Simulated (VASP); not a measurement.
# MgO (P4/nmm) in VASP: single point with PBE

Aim: the single point of MgO with PBE.

Program: VASP 6.6.1. These are calculated values, not measurements. Logs are shortened: lines on timing, memory, paths and dates and some standing lists are left out, and cuts for length are marked.

## Step 1: The cell of the first run

Symmetry: P4/nmm, No. 129, tetragonal system. Conventional cell: a = 3.008 Å, b = 3.008 Å, c = 4.254 Å, α = 90.00°, β = 90.00°, γ = 90.00°. Mg (site symmetry 4mm) has 6 O at 2.08 to 2.17 Å within 2.8 Å. Within 2.8 Å of O (site symmetry 4mm) lie 6 Mg at 2.08 to 2.17 Å.

## Step 2: Single point, PBE (mode 9 (400.1 1/cm) frozen in, largest displacement +0.037 Å)

INCAR reads:

```
PREC = Accurate
ENCUT = 520
EDIFF = 1E-6
ISMEAR = 0
SIGMA = 0.05
LREAL = False
LASPH = True
NELM = 60
ALGO = Normal
ISIF = 2
LWAVE = False
LCHARG = True
GGA = PE
LELF = True
LVHAR = True
NBANDS = 16
```

KPOINTS reads:

```
regular mesh
0
Gamma
  8 8 6
```

POSCAR reads:

```
MgO
1.0
    0.0000000000     -2.1269229054     -2.1269229054
    0.0000000000      2.1269229054     -2.1269229054
    4.2538458108      0.0000000000      0.0000000000
Mg O
2 2
Direct
    0.5000000000      0.5000000000      0.5088155522
    0.0000000000      0.0000000000     -0.0088155522
    0.5000000000      0.5000000000     -0.0012168709
    0.0000000000      0.0000000000      0.5012168709
```

Potentials or basis: VASP PAW PBE potentials, release 64 (Mg, O).

Command:

```sh
cat potpaw_PBE.64/Mg/POTCAR potpaw_PBE.64/O/POTCAR > POTCAR
mpirun -np 1 vasp_std > vasp.out
```

OUTCAR:

```text
PREC = Accurate
   ENCUT = 520
   EDIFF = 1E-6
   ISMEAR = 0
   LREAL = False
   LASPH = True
   NELM = 60
   ISIF = 2
   GGA = PE

 ion  position               nearest neighbor table
   1  0.500  0.500  0.509-   3 2.08   4 2.13   4 2.13   4 2.13   4 2.13   3 2.17   2 2.96   2 2.96
                             2 2.96   2 2.96   2 3.06   2 3.06   2 3.06   2 3.06
   2  0.000  0.000  0.991-   4 2.08   3 2.13   3 2.13   3 2.13   3 2.13   4 2.17   1 2.96   1 2.96
                             1 2.96   1 2.96   1 3.06   1 3.06   1 3.06   1 3.06
   3  0.500  0.500  0.999-   1 2.08   2 2.13   2 2.13   2 2.13   2 2.13   1 2.17
   4  0.000  0.000  0.501-   2 2.08   1 2.13   1 2.13   1 2.13   1 2.13   2 2.17

  LATTYP: Found a simple tetragonal cell.
 ALAT       =     3.0079232189
 C/A-ratio  =     1.4142135624

  Lattice vectors:

 A1 = (   0.0000000000,  -2.1269229054,  -2.1269229054)
 A2 = (   0.0000000000,   2.1269229054,  -2.1269229054)
 A3 = (   4.2538458108,   0.0000000000,   0.0000000000)

Analysis of symmetry for initial positions (statically):
=====================================================================
 Subroutine PRICEL returns:
 Original cell was already a primitive cell.

 Routine SETGRP: Setting up the symmetry group for a
 simple tetragonal supercell.

 Subroutine GETGRP returns: Found 16 space group operations
 (whereof  8 operations were pure point group operations)
 out of a pool of 16 trial point group operations.

The static configuration has the point symmetry C_4v.
 The point group associated with its full space group is D_4h.

Analysis of symmetry for dynamics (positions and initial velocities):
=====================================================================
 Subroutine PRICEL returns:
 Original cell was already a primitive cell.

 Routine SETGRP: Setting up the symmetry group for a
 simple tetragonal supercell.

 Subroutine GETGRP returns: Found 16 space group operations
 (whereof  8 operations were pure point group operations)
 out of a pool of 16 trial point group operations.

The dynamic configuration has the point symmetry C_4v.
 The point group associated with its full space group is D_4h.

 Subroutine INISYM returns: Found 16 space group operations
 (whereof  8 operations are pure point group operations),
 and found     1 'primitive' translations

----------------------------------------------------------------------------------------

                                     Primitive cell

  volume of cell :      38.4871

  direct lattice vectors                    reciprocal lattice vectors
     0.000000000 -2.126922905 -2.126922905     0.000000000 -0.235081393 -0.235081393
     0.000000000  2.126922905 -2.126922905     0.000000000  0.235081393 -0.235081393
     4.253845811  0.000000000  0.000000000     0.235081393  0.000000000  0.000000000

  length of vectors
     3.007923219  3.007923219  4.253845811     0.332455295  0.332455295  0.235081393

  position of ions in fractional coordinates (direct lattice)
     0.500000000  0.500000000  0.508815552
     0.000000000  0.000000000  0.991184448
     0.500000000  0.500000000  0.998783129
     0.000000000  0.000000000  0.501216871

  ion indices of the primitive-cell ions
   primitive index   ion index
                 1           1
                 2           2
                 3           3
                 4           4

----------------------------------------------------------------------------------------

 KPOINTS: regular mesh

Automatic generation of k-mesh.
 Grid dimensions read from file:
 generate k-points for:    8    8    6

 Generating k-lattice:

  Cartesian coordinates                     Fractional coordinates (reciprocal lattice)
     0.000000000 -0.029385174 -0.029385174     0.125000000  0.000000000  0.000000000
     0.000000000  0.029385174 -0.029385174     0.000000000  0.125000000  0.000000000
     0.039180232  0.000000000  0.000000000     0.000000000  0.000000000  0.166666667

  Length of vectors
     0.041556912  0.041556912  0.039180232

  Shift w.r.t. Gamma in fractional coordinates (k-lattice)
     0.000000000  0.000000000  0.000000000

 Subroutine IBZKPT returns following result:
 ===========================================

 Found     60 irreducible k-points:

 Following reciprocal coordinates:
            Coordinates               Weight
  0.000000  0.000000  0.000000      1.000000
  0.125000  0.000000  0.000000      4.000000
  0.250000  0.000000  0.000000      4.000000
  0.375000  0.000000  0.000000      4.000000
  0.500000  0.000000  0.000000      2.000000
  0.125000  0.125000  0.000000      4.000000
[... 16 lines left out ...]
  0.375000  0.125000  0.166667     16.000000
  0.500000  0.125000  0.166667      8.000000
 [... further k-points ...]
   k-points           NKPTS =     60   k-points in BZ     NKDIM =     60   number of bands    NBANDS=     16
   number of dos      NEDOS =    301   number of ions     NIONS =      4
   total plane-waves  NPLWV =  18432
   dimension x,y,z NGX =    24 NGY =   24 NGZ =   32
   dimension x,y,z NGXF=    48 NGYF=   48 NGZF=   64
   ions per type =               2   2
   NGX,Y,Z   is equivalent  to a cutoff of  13.26, 13.26, 12.51 a.u.
   NGXF,Y,Z  is equivalent  to a cutoff of  26.53, 26.53, 25.01 a.u.
 SYSTEM =  unknown system
   PREC   = accura    normal or accurate (medium, high low for compatibility)
   ISTART =      0    job   : 0-new  1-cont  2-samecut
   ICHARG =      2    charge: 1-file 2-atom 10-const
   ISPIN  =      1    spin polarized calculation?
   LNONCOLLINEAR =      F non collinear calculations
   LSORBIT =      F    spin-orbit coupling
   LASPH  =      T    aspherical Exc in radial PAW
   ENCUT  =  520.0 eV  38.22 Ry    6.18 a.u.   5.59  5.59  7.91*2*pi/ulx,y,z
   NELM   =     60;   NELMIN=  2; NELMDL= -5     # of ELM steps
   EDIFF  = 0.1E-05   stopping-criterion for ELM
   LREAL  =      F    real-space projection
   EDIFFG = 0.1E-04   stopping-criterion for IOM
   NSW    =      0    number of steps for IOM
   IBRION =     -1    ionic relax: 0-MD 1-quasi-New 2-CG
   NFREE  =      0    steps in history (QN), initial steepest desc. (CG)
   ISIF   =      2    stress and relaxation
   ISYM   =      2    0-nonsym 1-usesym 2-fastsym
   POTIM  = 0.5000    time-step for ionic-motion
   TEBEG  =    0.0;   TEEND  =   0.0 temperature during run
   PSTRESS=    0.0 pullay stress
   NELECT =      16.0000    total number of electrons
   NUPDOWN=      -1.0000    fix difference up-down
   EMIN   =  10.00;   EMAX   =-10.00  energy-range for DOS
   EFERMI =   0.00;   METHOD = LEGACY
   ISMEAR =     0;   SIGMA  =   0.05  broadening in eV -4-tet -1-fermi 0-gaus
   EFERMI_NEDOS =   21; number of points for ismear=-14 and -15
   IALGO  =     38    algorithm
   IMIX   =      4    mixing-type and parameters
     AMIX     =   0.40;   BMIX     =  1.00
     AMIX_MAG =   1.60;   BMIX_MAG =  1.00
  volume/ion in A,a.u.               =       9.62        64.93
  Fermi-wavevector in a.u.,A,eV,Ry     =   1.221827  2.308918 20.311613  1.492861
  Thomas-Fermi vector in A             =   2.356996
   LORBIT       =      0    0 simple, 1 ext, 2 COOP (PROOUT), +10 PAW based schemes
   GGA     = PE    functional components
   LHFCALC =     F    Hartree Fock is set to
   AEXX    =    0.0000 exact exchange contribution
   IVDW    =     0    specifies the selected vdW correction
   LEPSILON=     F    determine dielectric tensor
   LRPA    =     F    only Hartree local field effects (RPA)
 non-spin polarized calculation
 Gauss-broadening in eV      SIGMA  =   0.05
  energy-cutoff  :      520.00
  volume of cell :       38.49
 maximum number of plane-waves:      1056
 NGX is ok and might be reduce to    24
   NGX = 11   NGY = 11   NGZ = 15

 number of electron      15.9999992 magnetization

 Free energy of the ion-electron system (eV)
  ---------------------------------------------------
  ext. energy  EPLUGINS =         0.00000000
  ---------------------------------------------------
  free energy    TOTEN  =       -23.80276459 eV

  energy without entropy =      -23.80276459  energy(sigma->0) =      -23.80276459

 E-fermi :   3.1680     XC(G=0): -10.9378

 val. band max:        2.9649599311   @ k =   0.0000   0.0000   0.0000
 cond. band min:       7.4104684926   @ k =   0.0000   0.0000   0.0000
 fundamental gap:      4.4455085616
 Fermi energy:         3.1680489182

 k-point     1 :       0.0000    0.0000    0.0000
  band No.  band energies     occupation
      1     -14.1500      2.00000
      2     -12.6916      2.00000
      3      -0.9931      2.00000
      4       1.6576      2.00000
      5       1.6576      2.00000
      6       2.9647      2.00000
[... 8 lines left out ...]
     15      18.6041      0.00000
     16      21.4991      0.00000

 k-point     2 :       0.1250    0.0000    0.0000
  band No.  band energies     occupation
      1     -14.0456      2.00000
      2     -12.6794      2.00000
      3      -0.8454      2.00000
      4       1.2191      2.00000
      5       1.7107      2.00000
      6       2.3251      2.00000
[... 8 lines left out ...]
     15      18.8541      0.00000
     16      21.1153      0.00000

 k-point     3 :       0.2500    0.0000    0.0000
  band No.  band energies     occupation
      1     -13.7595      2.00000
      2     -12.6775      2.00000
      3      -0.4175      2.00000
      4       0.3364      2.00000
      5       1.1253      2.00000
      6       1.8614      2.00000
[... 8 lines left out ...]
     15      19.6189      0.00000
     16      20.6927      0.00000
[... 362 lines left out ...]
 k-point    23 :       0.3750    0.1250    0.1667
  band No.  band energies     occupation
      1     -13.2571      2.00000
      2     -12.7640      2.00000
      3      -0.7032      2.00000
      4      -0.2789      2.00000
      5       0.8021      2.00000
      6       1.9138      2.00000
[... 8 lines left out ...]
     15      19.4055      0.00000
     16      19.7555      0.00000

 k-point    24 :       0.5000    0.1250    0.1667
  band No.  band energies     occupation
      1     -12.9459      2.00000
      2     -12.9459      2.00000
      3      -0.7545      2.00000
      4      -0.7545      2.00000
      5       1.4075      2.00000
      6       1.4075      2.00000
[... 8 lines left out ...]
     15      19.7034      0.00000
     16      19.7034      0.00000

 [... further k-points ...]

------------------------ aborting loop because EDIFF is reached ----------------------------------------

  FORCE on cell =-STRESS in cart. coord.  units (eV):
  Direction    XX          YY          ZZ          XY          YZ          ZX
  --------------------------------------------------------------------------------------
  -------------------------------------------------------------------------------------
  Total       -0.0430481     -0.1575348     -0.1575348     -0.0000000      0.0000000     -0.0000000
  in kB       -1.7920471     -6.5580061     -6.5580061     -0.0000000      0.0000000     -0.0000000
  external PRESSURE =      -4.9693531 kB  Pullay stress =       0.0000000 kB

 VOLUME and BASIS-vectors are now :
 -----------------------------------------------------------------------------
  energy-cutoff  :      520.00
  volume of cell :       38.49
      direct lattice vectors                 reciprocal lattice vectors
     0.000000000 -2.126922905 -2.126922905     0.000000000 -0.235081393 -0.235081393
     0.000000000  2.126922905 -2.126922905     0.000000000  0.235081393 -0.235081393
     4.253845811  0.000000000  0.000000000     0.235081393  0.000000000  0.000000000

 POSITION                                       TOTAL-FORCE (eV/Angst)
 -----------------------------------------------------------------------------------
      2.16442      0.00000     -2.12692        -0.543287      0.000000      0.000000
      4.21635      0.00000      0.00000         0.543287     -0.000000     -0.000000
      4.24867      0.00000     -2.12692         0.051196      0.000000      0.000000
      2.13210      0.00000      0.00000        -0.051196     -0.000000     -0.000000
 -----------------------------------------------------------------------------------
    total drift:                                0.000000      0.000000     -0.000000

  FREE ENERGIE OF THE ION-ELECTRON SYSTEM (eV)
  ---------------------------------------------------
  free  energy   TOTEN  =       -23.8027645862 eV

  energy  without entropy=      -23.8027645862  energy(sigma->0) =      -23.80276459
```

It took 59 s on 1 thread of Intel Xeon 8259CL, shared host; peak memory 0.17 GiB.

Results:

```yaml
Free_energy: -23.8028 eV
Pressure: -0.5 GPa
Largest_force: 0.543 eV/Å
Band_gap_on_the_k_mesh: 4.45 eV
```

Forces in eV/Å, atoms in the order of the input:
```
Mg  -0.543  0.000  0.000
Mg   0.543  0.000  0.000
O    0.051  0.000  0.000
O   -0.051  0.000  0.000
```

Caveat: the cell differs from its parent crystal (mode 9 (400.1 1/cm) frozen in, largest displacement +0.037 Å).
